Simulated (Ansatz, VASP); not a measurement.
**Two plane-wave programs on ZnS**

```
Zn S
1.0
     3.80672    0.00000    0.00000
    -1.90336    3.29672    0.00000
     0.00000    0.00000    6.24574
Zn S
2 2
Cartesian
  0.0000 2.1978 0.0337
  1.9034 1.0989 3.1565
  0.0000 2.1978 2.3710
  1.9034 1.0989 5.4938
```

Alike in both runs: functional r2SCAN; k mesh 6 × 6 × 4; occupations gaussian, width 0.02 eV; no spin polarisation.

Ansatz relaxed the structure, and its values are those at the end. VASP's run is a single point on that final structure, the one shown.

|  | VASP | Ansatz |
| --- | --- | --- |
| version | VASP 6.6.1 | Ansatz 0.2.0 |
| potentials or method | VASP PAW PBE potentials, release 64 (Zn, S), cutoff 520 eV | scalar-relativistic, plane waves, PAW |
| valence electrons in the cell | 36 | 36 |

|  | VASP | Ansatz | Ansatz less VASP |
| --- | --- | --- | --- |
| gap on the k mesh at the Fermi level (eV) | 2.79 | 2.78 | -0.010 |
| least direct gap on the mesh (eV) | 2.79 | 2.78 | -0.010 |
| pressure (GPa) | 0.0 | 0.0 | -0.04 |

VASP's potentials were made for PBE, not for r2SCAN.
